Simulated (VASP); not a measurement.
# GaSe5 (P-62m) in VASP: further runs

Runs on GaSe5. Level: PBE. Tasks: single point, relaxation of cell and atoms.

Program: VASP 6.6.1. These are calculated values, not measurements. Logs are shortened: lines on timing, memory, paths and dates and some standing lists are left out, and cuts for length are marked.

## (1) The cell of the first run

The structure is hexagonal, space group P-62m (No. 189). The conventional cell has a = 6.428 Å, b = 6.428 Å, c = 3.725 Å, α = 90.00°, β = 90.00°, γ = 120.00°. Ga (site symmetry -62m) has 12 Se at 2.80 to 3.71 Å and 2 Ga at 3.72 Å within 3.8 Å. Within 3.8 Å of Se (site symmetry m2m) lie 2 Ga at 2.80 Å and 12 Se at 2.86 to 3.75 Å. Within 3.8 Å of Se (site symmetry -6) lie 11 Se at 2.86 to 3.72 Å and 3 Ga at 3.71 Å.

The cell was generated, and may not be a known phase.

## (2) Single point, PBE

File INCAR:

```
PREC = Accurate ; ENCUT = 520
EDIFF = 1E-6 ; ISMEAR = 0
SIGMA = 0.1 ; LREAL = False
LASPH = True ; NELM = 80
ALGO = Normal ; ISIF = 2
LWAVE = False ; LCHARG = True
GGA = PE ; LELF = True
LVHAR = True ; NBANDS = 30
```

File KPOINTS:

```
regular mesh
0
Gamma
  6 6 10
```

File POSCAR:

```
GaSe5
1.0
    6.4278296314      0.0000000000      0.0000000000
   -3.2139148157      5.5666637520      0.0000000000
    0.0000000000      0.0000000000      3.7249341019
Ga Se
1 5
Direct
    0.0000000000      0.0000000000      0.5000000000
    0.6739539816      0.0000000000      0.0000000000
    0.0000000000      0.6739539816      0.0000000000
    0.3260460184      0.3260460184      0.0000000000
    0.3333333333      0.6666666667      0.5000000000
    0.6666666667      0.3333333333      0.5000000000
```

Potentials or basis: VASP PAW PBE potentials, release 64 (Ga_d, Se).

Launch:

```
cat potpaw_PBE.64/Ga_d/POTCAR potpaw_PBE.64/Se/POTCAR > POTCAR
mpirun -np 1 vasp_std > vasp.out
```

OUTCAR:

```text
PREC = Accurate
   ENCUT = 520
   EDIFF = 1E-6
   ISMEAR = 0
   LREAL = False
   LASPH = True
   NELM = 80
   ISIF = 2
   GGA = PE

 ion  position               nearest neighbor table
   1  0.000  0.000  0.500-   2 2.80   2 2.80   4 2.80   3 2.80   3 2.80   4 2.80
   2  0.674  0.000  0.000-   1 2.80   1 2.80
   3  0.000  0.674  0.000-   1 2.80   1 2.80
   4  0.326  0.326  0.000-   1 2.80   1 2.80
   5  0.333  0.667  0.500-
   6  0.667  0.333  0.500-

  LATTYP: Found a hexagonal cell.
 ALAT       =     6.4278296314
 C/A-ratio  =     0.5795010626

  Lattice vectors:

 A1 = (   6.4278296314,   0.0000000000,   0.0000000000)
 A2 = (  -3.2139148157,   5.5666637520,   0.0000000000)
 A3 = (   0.0000000000,   0.0000000000,   3.7249341019)

Analysis of symmetry for initial positions (statically):
=====================================================================
 Subroutine PRICEL returns:
 Original cell was already a primitive cell.

 Routine SETGRP: Setting up the symmetry group for a
 hexagonal supercell.

 Subroutine GETGRP returns: Found 12 space group operations
 (whereof 12 operations were pure point group operations)
 out of a pool of 24 trial point group operations.

The static configuration has the point symmetry D_3h.

Analysis of symmetry for dynamics (positions and initial velocities):
=====================================================================
 Subroutine PRICEL returns:
 Original cell was already a primitive cell.

 Routine SETGRP: Setting up the symmetry group for a
 hexagonal supercell.

 Subroutine GETGRP returns: Found 12 space group operations
 (whereof 12 operations were pure point group operations)
 out of a pool of 24 trial point group operations.

The dynamic configuration has the point symmetry D_3h.

 Subroutine INISYM returns: Found 12 space group operations
 (whereof 12 operations are pure point group operations),
 and found     1 'primitive' translations

----------------------------------------------------------------------------------------

                                     Primitive cell

  volume of cell :     133.2840

  direct lattice vectors                    reciprocal lattice vectors
     6.427829631  0.000000000  0.000000000     0.155573507  0.089820406  0.000000000
    -3.213914816  5.566663752  0.000000000     0.000000000  0.179640813  0.000000000
     0.000000000  0.000000000  3.724934102     0.000000000  0.000000000  0.268461125

  length of vectors
     6.427829631  6.427829631  3.724934102     0.179640813  0.179640813  0.268461125

  position of ions in fractional coordinates (direct lattice)
     0.000000000  0.000000000  0.500000000
     0.673953982  0.000000000  0.000000000
     0.000000000  0.673953982  0.000000000
     0.326046018  0.326046018  0.000000000
     0.333333333  0.666666667  0.500000000
     0.666666667  0.333333333  0.500000000

  ion indices of the primitive-cell ions
   primitive index   ion index
                 1           1
                 2           2
                 3           3
                 4           4
                 5           5
                 6           6

----------------------------------------------------------------------------------------

 KPOINTS: regular mesh

Automatic generation of k-mesh.
 Grid dimensions read from file:
 generate k-points for:    6    6   10

 Generating k-lattice:

  Cartesian coordinates                     Fractional coordinates (reciprocal lattice)
     0.025928918  0.014970068  0.000000000     0.166666667  0.000000000  0.000000000
     0.000000000  0.029940135  0.000000000     0.000000000  0.166666667  0.000000000
     0.000000000  0.000000000  0.026846113     0.000000000  0.000000000  0.100000000

  Length of vectors
     0.029940135  0.029940135  0.026846113

  Shift w.r.t. Gamma in fractional coordinates (k-lattice)
     0.000000000  0.000000000  0.000000000

 Subroutine IBZKPT returns following result:
 ===========================================

 Found     42 irreducible k-points:

 Following reciprocal coordinates:
            Coordinates               Weight
  0.000000  0.000000  0.000000      1.000000
  0.166667 -0.000000  0.000000      6.000000
  0.333333  0.000000  0.000000      6.000000
  0.500000  0.000000  0.000000      3.000000
  0.166667  0.166667  0.000000      6.000000
  0.333333  0.166667  0.000000     12.000000
[... 16 lines left out ...]
  0.166667 -0.000000  0.300000     12.000000
  0.333333  0.000000  0.300000     12.000000
 [... further k-points ...]
   k-points           NKPTS =     42   k-points in BZ     NKDIM =     42   number of bands    NBANDS=     30
   number of dos      NEDOS =    301   number of ions     NIONS =      6
   total plane-waves  NPLWV =  64512
   dimension x,y,z NGX =    48 NGY =   48 NGZ =   28
   dimension x,y,z NGXF=    96 NGYF=   96 NGZF=   56
   ions per type =               1   5
   NGX,Y,Z   is equivalent  to a cutoff of  12.41, 12.41, 12.50 a.u.
   NGXF,Y,Z  is equivalent  to a cutoff of  24.83, 24.83, 24.99 a.u.
 SYSTEM =  unknown system
   PREC   = accura    normal or accurate (medium, high low for compatibility)
   ISTART =      0    job   : 0-new  1-cont  2-samecut
   ICHARG =      2    charge: 1-file 2-atom 10-const
   ISPIN  =      1    spin polarized calculation?
   LNONCOLLINEAR =      F non collinear calculations
   LSORBIT =      F    spin-orbit coupling
   LASPH  =      T    aspherical Exc in radial PAW
   ENCUT  =  520.0 eV  38.22 Ry    6.18 a.u.  11.95 11.95  6.93*2*pi/ulx,y,z
   NELM   =     80;   NELMIN=  2; NELMDL= -5     # of ELM steps
   EDIFF  = 0.1E-05   stopping-criterion for ELM
   LREAL  =      F    real-space projection
   EDIFFG = 0.1E-04   stopping-criterion for IOM
   NSW    =      0    number of steps for IOM
   IBRION =     -1    ionic relax: 0-MD 1-quasi-New 2-CG
   NFREE  =      0    steps in history (QN), initial steepest desc. (CG)
   ISIF   =      2    stress and relaxation
   ISYM   =      2    0-nonsym 1-usesym 2-fastsym
   POTIM  = 0.5000    time-step for ionic-motion
   TEBEG  =    0.0;   TEEND  =   0.0 temperature during run
   PSTRESS=    0.0 pullay stress
   NELECT =      43.0000    total number of electrons
   NUPDOWN=      -1.0000    fix difference up-down
   EMIN   =  10.00;   EMAX   =-10.00  energy-range for DOS
   EFERMI =   0.00;   METHOD = LEGACY
   ISMEAR =     0;   SIGMA  =   0.10  broadening in eV -4-tet -1-fermi 0-gaus
   EFERMI_NEDOS =   21; number of points for ismear=-14 and -15
   IALGO  =     38    algorithm
   IMIX   =      4    mixing-type and parameters
     AMIX     =   0.40;   BMIX     =  1.00
     AMIX_MAG =   1.60;   BMIX_MAG =  1.00
  volume/ion in A,a.u.               =      22.21       149.91
  Fermi-wavevector in a.u.,A,eV,Ry     =   1.122807  2.121797 17.152796  1.260695
  Thomas-Fermi vector in A             =   2.259469
   LORBIT       =      0    0 simple, 1 ext, 2 COOP (PROOUT), +10 PAW based schemes
   GGA     = PE    functional components
   LHFCALC =     F    Hartree Fock is set to
   AEXX    =    0.0000 exact exchange contribution
   IVDW    =     0    specifies the selected vdW correction
   LEPSILON=     F    determine dielectric tensor
   LRPA    =     F    only Hartree local field effects (RPA)
 non-spin polarized calculation
 Gauss-broadening in eV      SIGMA  =   0.10
  energy-cutoff  :      520.00
  volume of cell :      133.28
 maximum number of plane-waves:      3636
 NGX is ok and might be reduce to    48

 number of electron      42.9999983 magnetization

 Free energy of the ion-electron system (eV)
  ---------------------------------------------------
  ext. energy  EPLUGINS =         0.00000000
  ---------------------------------------------------
  free energy    TOTEN  =       -19.21130370 eV

  energy without entropy =      -19.19037131  energy(sigma->0) =      -19.20083750

 E-fermi :   4.5408     XC(G=0): -10.0350

 val. band max:        4.5387629999   @ k =   0.1667  -0.0000   0.0000
 cond. band min:       4.5552587058   @ k =   0.5000   0.0000   0.4000
 fundamental gap:      0.0164957059
 Fermi energy:         4.5408097317

 k-point     1 :       0.0000    0.0000    0.0000
  band No.  band energies     occupation
      1     -11.0113      2.00000
      2     -10.2166      2.00000
      3     -10.2166      2.00000
      4     -10.1839      2.00000
      5     -10.1738      2.00000
      6     -10.1738      2.00000
[... 22 lines left out ...]
     29       9.0561      0.00000
     30      10.8747      0.00000

 k-point     2 :       0.1667   -0.0000    0.0000
  band No.  band energies     occupation
      1     -10.9287      2.00000
      2     -10.2225      2.00000
      3     -10.2127      2.00000
      4     -10.1833      2.00000
      5     -10.1739      2.00000
      6     -10.1738      2.00000
[... 22 lines left out ...]
     29       9.6033      0.00000
     30      10.5614      0.00000

 k-point     3 :       0.3333    0.0000    0.0000
  band No.  band energies     occupation
      1     -10.7025      2.00000
      2     -10.2429      2.00000
      3     -10.2001      2.00000
      4     -10.1784      2.00000
      5     -10.1739      2.00000
      6     -10.1738      2.00000
[... 22 lines left out ...]
     29       9.6818      0.00000
     30       9.9678      0.00000

 k-point     4 :       0.5000    0.0000    0.0000
  band No.  band energies     occupation
      1     -10.4982      2.00000
      2     -10.2780      2.00000
      3     -10.1920      2.00000
      4     -10.1740      2.00000
      5     -10.1738      2.00000
      6     -10.1495      2.00000
[... 616 lines left out ...]
     29      10.2493      0.00000
     30      12.1089      0.00000

 k-point    23 :       0.1667   -0.0000    0.3000
  band No.  band energies     occupation
      1     -10.2734      2.00000
      2     -10.2366      2.00000
      3     -10.1903      2.00000
      4     -10.1894      2.00000
      5     -10.1530      2.00000
      6     -10.1234      2.00000
[... 22 lines left out ...]
     29      10.1474      0.00000
     30      11.8352      0.00000

 k-point    24 :       0.3333    0.0000    0.3000
  band No.  band energies     occupation
      1     -10.2771      2.00000
      2     -10.2419      2.00000
      3     -10.1917      2.00000
      4     -10.1893      2.00000
      5     -10.1527      2.00000
      6      -9.8908      2.00000
[... 22 lines left out ...]
     29       9.7635      0.00000
     30      11.8872      0.00000

 [... further k-points ...]

------------------------ aborting loop because EDIFF is reached ----------------------------------------

  FORCE on cell =-STRESS in cart. coord.  units (eV):
  Direction    XX          YY          ZZ          XY          YZ          ZX
  --------------------------------------------------------------------------------------
  -------------------------------------------------------------------------------------
  Total        0.0221203      0.0221203      0.0396111      0.0000000      0.0000000      0.0000000
  in kB        0.2659029      0.2659029      0.4761564      0.0000000      0.0000000      0.0000000
  external PRESSURE =       0.3359874 kB  Pullay stress =       0.0000000 kB

 VOLUME and BASIS-vectors are now :
 -----------------------------------------------------------------------------
  energy-cutoff  :      520.00
  volume of cell :      133.28
      direct lattice vectors                 reciprocal lattice vectors
     6.427829631  0.000000000  0.000000000     0.155573507  0.089820406  0.000000000
    -3.213914816  5.566663752  0.000000000     0.000000000  0.179640813  0.000000000
     0.000000000  0.000000000  3.724934102     0.000000000  0.000000000  0.268461125

 POSITION                                       TOTAL-FORCE (eV/Angst)
 -----------------------------------------------------------------------------------
      0.00000      0.00000      1.86247         0.000000      0.000000      0.000000
      4.33206      0.00000      0.00000        -0.001544     -0.000000      0.000000
     -2.16603      3.75168      0.00000         0.000772     -0.001337      0.000000
      1.04788      1.81499      0.00000         0.000772      0.001337     -0.000000
     -0.00000      3.71111      1.86247         0.000000      0.000000      0.000000
      3.21391      1.85555      1.86247         0.000000      0.000000      0.000000
 -----------------------------------------------------------------------------------
    total drift:                               -0.000001     -0.000002      0.000000

  FREE ENERGIE OF THE ION-ELECTRON SYSTEM (eV)
  ---------------------------------------------------
  free  energy   TOTEN  =       -19.2113036973 eV

  energy  without entropy=      -19.1903713107  energy(sigma->0) =      -19.20083750
```

Run time: 2.2 min. Hardware: 1 thread of Intel Xeon Platinum 8488C (Sapphire Rapids), shared host; peak memory 0.32 GiB.

What came out:

| Quantity | Value |
| --- | --- |
| Free energy | -19.2113 eV |
| Pressure | 0.0 GPa |
| Band gap on the k mesh | zero (an odd number of electrons rules out a gap without spin polarisation) |

Caveat: an odd number of electrons without spin polarisation forces a metal; a magnetic or distorted state may lie lower.

## (3) Relaxation of cell and atoms, PBE

This run uses another cell than the first one, of the same volume but with other edges.

File INCAR:

```
SYSTEM = GaSe5
PREC = Accurate
ENCUT = 600
EDIFF = 1E-7
ISMEAR = 0
SIGMA = 0.1
LREAL = .FALSE.
LASPH = .TRUE.
NELM = 60
ALGO = Normal
ISIF = 3
LWAVE = .FALSE.
LCHARG = .FALSE.
GGA = PE
IBRION = 2
NSW = 90
EDIFFG = -0.04
```

File KPOINTS:

```
regular mesh
0
G
  3 3 6
  0 0 0
```

File POSCAR:

```
GaSe5
1.0
    6.5005897584      0.0000000000      0.0000000000
   -3.2502948792      5.6296758703      0.0000000000
    0.0000000000      0.0000000000      3.6394522207
Ga Se
1 5
Direct
    0.0000000000      0.0000000000      0.5000000000
    0.6885751138      0.0000000000      0.0000000000
    0.0000000000      0.6885751138      0.0000000000
    0.3114248862      0.3114248862      0.0000000000
    0.3333333333      0.6666666667      0.5000000000
    0.6666666667      0.3333333333      0.5000000000
```

Potentials or basis: VASP PAW PBE potentials, release 64 (Ga_d, Se).

Launch:

```
cat potpaw_PBE.64/Ga_d/POTCAR potpaw_PBE.64/Se/POTCAR > POTCAR
mpirun -np 1 vasp_std > vasp.out
```

Wall time 6.1 min (1 thread of Intel Xeon Platinum 8488C (Sapphire Rapids), shared host); peak memory 0.31 GiB.

It converged, with:

```yaml
Free_energy: -19.2848 eV
Relaxed_volume: 22.15 Å³/atom
Relaxed_cell: a = 6.437 Å, b = 6.437 Å, c = 3.704 Å, α = 90.00°, β = 90.00°, γ = 120.00°
Space_group_after_relaxing_to_0.1_Å: P-62m (No. 189)
Energy_gained_by_relaxing: 7.2 meV/atom
Ionic_steps: 8
Pressure_after_relaxing: -0.1 GPa
Largest_force_after_relaxing: 0.030 eV/Å
Band_gap_on_the_k_mesh: zero (an odd number of electrons rules out a gap without spin polarisation)
```

Forces in eV/Å, atoms in the order of the input:
```
Ga   0.000  0.000  0.000
Se  -0.030  0.000  0.000
Se   0.015 -0.026  0.000
Se   0.015  0.026  0.000
Se   0.000  0.000  0.000
Se   0.000  0.000  0.000
```

Stress tensor (GPa, compression positive):
```
 0.03  0.00  0.00
 0.00  0.03  0.00
 0.00  0.00 -0.27
```

Step by step:
| step | energy change (eV) | largest force (eV/Å) | pressure (GPa) | volume (Å³) |
| --- | --- | --- | --- | --- |
| 1 | 0.0000 | 0.2358 | -0.14 | 133.19 |
| 2 | -0.0100 | 0.2152 | -0.01 | 132.81 |
| 3 | -0.0311 | 0.1362 | 0.41 | 131.68 |
| 4 | -0.0151 | 0.0453 | 1.39 | 129.36 |
| 5 | -0.0352 | 0.0787 | 0.70 | 130.95 |
| 6 | -0.0405 | 0.0543 | -0.16 | 132.79 |
| 7 | -0.0406 | 0.0552 | -0.13 | 132.72 |
| 8 | -0.0433 | 0.0299 | -0.07 | 132.92 |

Final structure:
```
CELL_PARAMETERS angstrom
6.43716 0.00000 0.00000
-3.21858 5.57474 0.00000
0.00000 0.00000 3.70394
ATOMIC_POSITIONS crystal
Ga 0.00000 0.00000 0.50000
Se 0.67452 0.00000 0.00000
Se 0.00000 0.67452 0.00000
Se 0.32548 0.32548 0.00000
Se 0.33333 0.66667 0.50000
Se 0.66667 0.33333 0.50000
```

Levels at points of the mesh, in eV from the Fermi level:
| k point | band 20 | band 21 | band 22 | band 23 | band 24 | band 25 |
| --- | --- | --- | --- | --- | --- | --- |
| (0.00, 0.00, 0.00) | -1.21 | -0.34 | -0.34 | 0.99 | 1.07 | 1.07 |
| (0.00, 0.00, 0.50) | -0.64 | -0.64 | -0.20 | 0.72 | 0.72 | 0.75 |

Caveat: the k points lie up to 0.38 Å⁻¹ apart in the final cell, too coarse for converged energies and pressures of a metal; an odd number of electrons without spin polarisation forces a metal; a magnetic or distorted state may lie lower.

The gap in the log of VASP goes by the Fermi energy; the results here count the filled bands.